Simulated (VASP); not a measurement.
La3Tl, 4 atoms in the cell. The structure is cubic, space group Pm-3m (No. 221). Conventional cell: a = 4.992 Å, b = 4.992 Å, c = 4.992 Å, α = 90.00°, β = 90.00°, γ = 90.00°. La (site symmetry 4/mmm) has 8 La at 3.53 Å and 4 Tl at 3.53 Å within 4.6 Å. Within 4.6 Å of Tl (site symmetry m-3m) lie 12 La at 3.53 Å.  This cell differs from its parent crystal: volume scaled by 0.96.

* Program: VASP 6.6.1
* Task: electric field gradients
* Functional: LDA
* Potentials or basis: VASP PAW LDA potentials, release 64 (La, Tl_d)
* Cutoff: 520 eV
* k mesh: 8 × 8 × 8
* Occupations: fermi-dirac, width 0.08 eV
* Spin: no spin polarisation
* Dipole correction: no
* Further INCAR settings: ALGO = Normal; EDIFF = 1e-08; NBANDS = 31

Potentials or basis: VASP PAW LDA potentials, release 64 (La, Tl_d).

The run is started by

```bash
$ cat potpaw_LDA.64/La/POTCAR potpaw_LDA.64/Tl_d/POTCAR > POTCAR
$ mpirun -np 1 vasp_std > vasp.out
```

Hardware: 1 thread of Intel(R) Xeon(R) 6975P-C (Granite Rapids), on a shared host.

Estimate the wall time of this run.

It took 77 s on 1 thread of Intel(R) Xeon(R) 6975P-C (Granite Rapids), on a shared host, peak memory 0.28 GiB. Counts: scf iterations 16, k points 35.
